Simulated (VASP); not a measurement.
# ZrS in VASP: further runs

Runs on ZrS. Level: PBEsol. Tasks: relaxation of cell and atoms, single point.

Program: VASP 6.6.1. These are calculated values, not measurements. Logs are shortened: lines on timing, memory, paths and dates and some standing lists are left out, and cuts for length are marked.

### Step 1. The cell of the first run

Symmetry: Fm-3m, No. 225, cubic system. Conventional cell: a = 5.166 Å, b = 5.166 Å, c = 5.166 Å, α = 90.00°, β = 90.00°, γ = 90.00°. Within 3.4 Å of Zr (site symmetry m-3m) lie 6 S at 2.58 Å. Within 3.4 Å of S (site symmetry m-3m) lie 6 Zr at 2.58 Å.

### Step 2. Relaxation of cell and atoms, PBEsol

File INCAR:

```
PREC     = Accurate       # precision mode
ENCUT    = 600            # plane-wave cutoff, eV
EDIFF    = 1E-6           # SCF threshold, eV
ISMEAR   = -1             # smearing method
SIGMA    = 0.15           # smearing width, eV
LREAL    = F              # projectors in reciprocal space
LASPH    = T              # aspherical terms in the spheres
NELM     = 100            # most SCF steps
ALGO     = Normal         # electronic algorithm
ISIF     = 3              # what is computed and relaxed
LWAVE    = F              # write WAVECAR
LCHARG   = F              # write CHGCAR
GGA      = PS             # functional
IBRION   = 2              # ionic algorithm
NSW      = 80             # ionic steps
EDIFFG   = -0.001         # ionic threshold
```

File KPOINTS:

```
Automatic mesh
0
Gamma
  14 14 14
```

File POSCAR:

```
ZrS
1.0
    0.0000000000      2.5830753502      2.5830753502
    2.5830753502      0.0000000000      2.5830753502
    2.5830753502      2.5830753502      0.0000000000
Zr S
1 1
Direct
    0.0000000000      0.0000000000      0.0000000000
    0.5000000000      0.5000000000      0.5000000000
```

Potentials or basis: VASP PAW PBE potentials, release 64 (Zr_sv, S).

Started as:

```console
> cat potpaw_PBE.64/Zr_sv/POTCAR potpaw_PBE.64/S/POTCAR > POTCAR
> mpirun -np 1 vasp_std > vasp.out
```

OUTCAR:

```text
PREC = Accurate
   ENCUT = 600
   EDIFF = 1E-6
   ISMEAR = -1
   LREAL = F
   LASPH = T
   NELM = 100
   ISIF = 3
   GGA = PS
   IBRION = 2
   NSW = 80
   EDIFFG = -0.001

 ion  position               nearest neighbor table
   1  0.000  0.000  0.000-   2 2.58   2 2.58   2 2.58   2 2.58   2 2.58   2 2.58
   2  0.500  0.500  0.500-   1 2.58   1 2.58   1 2.58   1 2.58   1 2.58   1 2.58

  LATTYP: Found a face centered cubic cell.
 ALAT       =     5.1661507004

  Lattice vectors:

 A1 = (   0.0000000000,   2.5830753502,   2.5830753502)
 A2 = (   2.5830753502,   0.0000000000,   2.5830753502)
 A3 = (   2.5830753502,   2.5830753502,   0.0000000000)

Analysis of symmetry for initial positions (statically):
=====================================================================
 Subroutine PRICEL returns:
 Original cell was already a primitive cell.

 Routine SETGRP: Setting up the symmetry group for a
 face centered cubic supercell.

 Subroutine GETGRP returns: Found 48 space group operations
 (whereof 48 operations were pure point group operations)
 out of a pool of 48 trial point group operations.

The static configuration has the point symmetry O_h .

Analysis of symmetry for dynamics (positions and initial velocities):
=====================================================================
 Subroutine PRICEL returns:
 Original cell was already a primitive cell.

 Routine SETGRP: Setting up the symmetry group for a
 face centered cubic supercell.

 Subroutine GETGRP returns: Found 48 space group operations
 (whereof 48 operations were pure point group operations)
 out of a pool of 48 trial point group operations.

The dynamic configuration has the point symmetry O_h .

 Subroutine INISYM returns: Found 48 space group operations
 (whereof 48 operations are pure point group operations),
 and found     1 'primitive' translations

----------------------------------------------------------------------------------------

                                     Primitive cell

  volume of cell :      34.4700

  direct lattice vectors                    reciprocal lattice vectors
     0.000000000  2.583075350  2.583075350    -0.193567718  0.193567718  0.193567718
     2.583075350  0.000000000  2.583075350     0.193567718 -0.193567718  0.193567718
     2.583075350  2.583075350  0.000000000     0.193567718  0.193567718 -0.193567718

  length of vectors
     3.653020193  3.653020193  3.653020193     0.335269122  0.335269122  0.335269122

  position of ions in fractional coordinates (direct lattice)
     0.000000000  0.000000000  0.000000000
     0.500000000  0.500000000  0.500000000
[... 95 lines left out ...]
   IMIX   =      4    mixing-type and parameters
     AMIX     =   0.40;   BMIX     =  1.00
     AMIX_MAG =   1.60;   BMIX_MAG =  1.00
  volume/ion in A,a.u.               =      17.23       116.31
  Fermi-wavevector in a.u.,A,eV,Ry     =   1.318313  2.491251 23.646240  1.737950
  Thomas-Fermi vector in A             =   2.448292
   LORBIT       =      0    0 simple, 1 ext, 2 COOP (PROOUT), +10 PAW based schemes
   GGA     = PS    functional components
   LHFCALC =     F    Hartree Fock is set to
   AEXX    =    0.0000 exact exchange contribution
   IVDW    =     0    specifies the selected vdW correction
   LEPSILON=     F    determine dielectric tensor
   LRPA    =     F    only Hartree local field effects (RPA)
 conjugate gradient relaxation of ions
 non-spin polarized calculation
  energy-cutoff  :      600.00
  volume of cell :       34.47
 maximum number of plane-waves:      1173
 NGX is ok and might be reduce to    30
   NGX = 15   NGY = 15   NGZ = 15

--------------------------------------- Ionic step        1  -------------------------------------------

 number of electron      18.0000000 magnetization

 Free energy of the ion-electron system (eV)
  ---------------------------------------------------
  ext. energy  EPLUGINS =         0.00000000
  ---------------------------------------------------
  free energy    TOTEN  =       -16.55832024 eV

  energy without entropy =      -16.46310065  energy(sigma->0) =      -16.51071044

------------------------ aborting loop because EDIFF is reached ----------------------------------------

  FORCE on cell =-STRESS in cart. coord.  units (eV):
  Direction    XX          YY          ZZ          XY          YZ          ZX
  --------------------------------------------------------------------------------------
  -------------------------------------------------------------------------------------
  Total        0.1106122      0.1106122      0.1106122     -0.0000000      0.0000000      0.0000000
  in kB        5.1412938      5.1412938      5.1412938     -0.0000000      0.0000000      0.0000000
  external PRESSURE =       5.1412938 kB  Pullay stress =       0.0000000 kB
[... 59 lines left out ...]
--------------------------------------- Ionic step        3  -------------------------------------------

 number of electron      18.0000000 magnetization

 Free energy of the ion-electron system (eV)
  ---------------------------------------------------
  ext. energy  EPLUGINS =         0.00000000
  ---------------------------------------------------
  free energy    TOTEN  =       -16.55851020 eV

  energy without entropy =      -16.46285192  energy(sigma->0) =      -16.51068106

 E-fermi :  11.1517     XC(G=0): -11.6765

 val. band max:       11.1439798347   @ k =   0.0714   0.0714   0.0000
 cond. band min:      11.1529895184   @ k =   0.2857   0.2857   0.0000
 fundamental gap:      0.0090096836
 Fermi energy:        11.1517071370

 k-point     1 :       0.0000    0.0000    0.0000
  band No.  band energies     occupation
      1     -38.6100      2.00000
      2     -16.6103      2.00000
      3     -16.6103      2.00000
      4     -16.6103      2.00000
      5      -4.8578      2.00000
      6       7.6458      2.00000
      7       7.6458      2.00000
      8       7.6458      2.00000
      9       9.7071      1.99987
     10       9.7071      1.99987
     11       9.7071      1.99987
     12      10.4319      1.98365
     13      10.4319      1.98365
[... 354 lines left out ...]
  band No.  band energies     occupation
      1     -38.5904      2.00000
      2     -16.8173      2.00000
      3     -16.6570      2.00000
      4     -16.6501      2.00000
      5      -4.0555      2.00000
      6       4.5339      2.00000
      7       6.0866      2.00000
      8       6.3556      2.00000
      9       9.3946      1.99998
     10      11.3957      0.32864
     11      11.8547      0.01826
     12      12.5291      0.00021
     13      13.5946      0.00000

 [... further k-points ...]
[... 5 lines left out ...]
  --------------------------------------------------------------------------------------
  -------------------------------------------------------------------------------------
  Total        0.0005030      0.0005030      0.0005030      0.0000000      0.0000000      0.0000000
  in kB        0.0232979      0.0232979      0.0232979      0.0000000      0.0000000      0.0000000
  external PRESSURE =       0.0232979 kB  Pullay stress =       0.0000000 kB
[... 17 lines left out ...]
  FREE ENERGIE OF THE ION-ELECTRON SYSTEM (eV)
  ---------------------------------------------------
  free  energy   TOTEN  =       -16.5585101980 eV

  energy  without entropy=      -16.4628519215  energy(sigma->0) =      -16.51068106

 reached required accuracy - stopping structural energy minimisation
```

OSZICAR:

```text
N       E                     dE             d eps       ncg     rms          rms(c)
DAV:   1     0.139783733368E+03    0.13978E+03   -0.10728E+04  2704   0.153E+03
DAV:   2    -0.994912994623E+01   -0.14973E+03   -0.14523E+03  3204   0.345E+02
DAV:   3    -0.171924109767E+02   -0.72433E+01   -0.71036E+01  4266   0.678E+01
[... 22 lines left out ...]
DAV:   3    -0.165584270522E+02    0.37724E-03   -0.25597E-03  4131   0.401E-01    0.840E-02
DAV:   4    -0.165584708652E+02   -0.43813E-04   -0.67569E-05  3289   0.828E-02    0.409E-02
DAV:   5    -0.165585000955E+02   -0.29230E-04   -0.37774E-05  3861   0.399E-02    0.217E-02
DAV:   6    -0.165585098555E+02   -0.97601E-05   -0.11047E-05  4491   0.214E-02    0.400E-03
DAV:   7    -0.165585101980E+02   -0.34241E-06   -0.26217E-07  1572   0.430E-03
   3 F= -.16558510E+02 E0= -.16510681E+02  d E =-.189962E-03
```

Run time: 1.8 min. Hardware: 1 thread of Intel Xeon Platinum 8259CL at 2.50GHz (Skylake/Cascade Lake), shared host; peak memory 0.22 GiB.

What came out:

* Free energy: -16.5585 eV
* Relaxed volume: 17.29 Å³/atom
* Relaxed cell: a = 3.657 Å, b = 3.657 Å, c = 3.657 Å, α = 60.00°, β = 60.00°, γ = 60.00°
* Space group after relaxing (to 0.05 Å): Fm-3m (No. 225)
* Energy gained by relaxing: 0.1 meV/atom
* Ionic steps: 3
* Pressure after relaxing: 0.0 GPa

Step by step:
```
step  energy change (eV)  largest force (eV/Å)  pressure (GPa)  volume (Å³)
   1              0.0000                0.0000            0.51        34.47
   2              0.0001                0.0000           -0.65        34.75
   3             -0.0002                0.0000            0.00        34.59
```

Final structure:
```
Zr S
1.0
     0.00000    2.58605    2.58605
     2.58605    0.00000    2.58605
     2.58605    2.58605    0.00000
Zr S
1 1
Direct
  0.00000 0.00000 0.00000
  0.50000 0.50000 0.50000
```

Caveat: the bands computed are all filled at some k points, so no gap is given; the PAW data sets were made with another functional, which shifts forces and pressure a little.

[end of part 1 of 2]
